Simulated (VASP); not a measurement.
A run of VASP 6.6.1:

INCAR

```
PREC     = Accurate       # precision mode
ENCUT    = 600            # plane-wave cutoff, eV
EDIFF    = 1E-6           # SCF threshold, eV
ISMEAR   = 0              # smearing method
SIGMA    = 0.05           # smearing width, eV
LREAL    = F              # projectors in reciprocal space
LASPH    = T              # aspherical terms in the spheres
NELM     = 60             # most SCF steps
ALGO     = Normal         # electronic algorithm
ISIF     = 4              # what is computed and relaxed
LWAVE    = F              # write WAVECAR
LCHARG   = F              # write CHGCAR
GGA      = PE             # functional
IBRION   = 2              # ionic algorithm
NSW      = 60             # ionic steps
EDIFFG   = -0.01          # ionic threshold
```

KPOINTS

```
Automatic mesh
0
Gamma
  12 12 6
```

The input POSCAR:

```
HfC
1.0
    3.3783156648      0.0000000000      0.0000000000
   -1.6891578324      2.9257071877      0.0000000000
    0.0000000000      0.0000000000      5.9274414156
Hf C
2 2
Direct
    0.0000000000      0.0000000000      0.0000000000
    0.0000000000      0.0000000000      0.5000000000
    0.3333333333      0.6666666667      0.2500000000
    0.6666666667      0.3333333333      0.7500000000
```

Potentials or basis: VASP PAW PBE potentials, release 64 (Hf_pv, C).

Run with:

```console
$ cat potpaw_PBE.64/Hf_pv/POTCAR potpaw_PBE.64/C/POTCAR > POTCAR
$ mpirun -np 1 vasp_std > vasp.out
```

Hardware: 1 thread of Intel(R) Xeon(R) 6975P-C (Granite Rapids) (shared host).

Problem. How long does it take, and how much memory?

Solution. Run time: 63 s on 1 thread of Intel(R) Xeon(R) 6975P-C (Granite Rapids), on a shared host, peak memory 0.25 GiB. Counts: scf iterations 25, k points 76, ion steps 3.
